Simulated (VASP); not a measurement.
The system is TlZnBr3.

```
Tl Zn Br
1.0
     5.12243    0.00000    0.00000
     0.00000    5.12243    0.00000
     0.00000    0.00000    5.12243
Tl Zn Br
1 1 3
Cartesian
  0.0000 0.0000 0.0000
  2.5612 2.5612 2.5612
  2.5612 2.5612 0.0000
  2.5612 0.0000 2.5612
  0.0000 2.5612 2.5612
```

This cell differs from its parent crystal: strain -1.5%.

Base run:

| Property | Result |
| --- | --- |
| Program | VASP 6.6.1 |
| Functional | r2SCAN |
| Potentials or basis | VASP PAW PBE potentials, release 64 (Tl_d, Zn, Br) |
| Cutoff | 520 eV |
| k mesh | 6 × 6 × 6 |
| Occupations | gaussian, width 0.01 eV |
| Spin | no spin polarisation |

Its results: band gap on the k mesh 1.00 eV, indirect (least direct gap 1.76 eV); pressure 1.8 GPa.

Problem. The run is repeated on the same cell with these changes: functional from r2SCAN to PBE; occupations from gaussian, width 0.01 eV to fermi-dirac, width 0.02 eV. What comes out?

Solution. Band gap on the k mesh 0.40 eV, indirect (least direct gap 1.16 eV); pressure 3.2 GPa.

Caveats: spin-orbit coupling is left out, which moves the levels of the heavy elements; the PAW data sets were made with another functional, which shifts forces and pressure a little (some runs).

A k mesh can miss the band edges.
